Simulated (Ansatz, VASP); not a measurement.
## One calculation of Si, two programs

```
CELL_PARAMETERS angstrom
0.00000 5.43000 5.43000
5.43000 0.00000 5.43000
5.43000 5.43000 0.00000
ATOMIC_POSITIONS crystal
Si 0.00250 0.00254 0.00259
Si 0.12516 0.12541 0.12571
Si 0.00191 0.00192 0.49443
Si 0.12809 0.12807 0.62236
Si 0.00201 0.49413 0.00205
Si 0.12813 0.62227 0.12808
Si 0.99877 0.50045 0.50049
Si 0.12797 0.62193 0.62206
Si 0.49387 0.00211 0.00214
Si 0.62218 0.12815 0.12812
Si 0.50046 0.99871 0.50052
Si 0.62188 0.12795 0.62212
Si 0.50050 0.50053 0.99865
Si 0.62195 0.62206 0.12794
Si 0.50031 0.50032 0.50033
Si 0.62498 0.62494 0.62489
Si 0.87518 0.87541 0.87566
```

Alike in both runs: functional PBEsol; k mesh 2 × 2 × 2; occupations gaussian, width 0.02 eV; no spin polarisation.

Ansatz relaxed the structure, and its values are those at the end. VASP's run is a single point on that final structure, the one shown.

```csv
,VASP,Ansatz
version,VASP 6.6.1,Ansatz 0.2.0
potentials or method,"VASP PAW PBE potentials, release 64 (Si), cutoff 520 eV","scalar-relativistic, plane waves, PAW"
valence electrons in the cell,68,68
```

Ansatz gave:

* rms of the force components (eV/Å): 0.008

What did VASP give for the same quantities?

rms of the force components (eV/Å): 0.009.

VASP's potentials were made for PBE, not for PBEsol.

The k mesh is coarse, so the values compare programs but aren't converged.
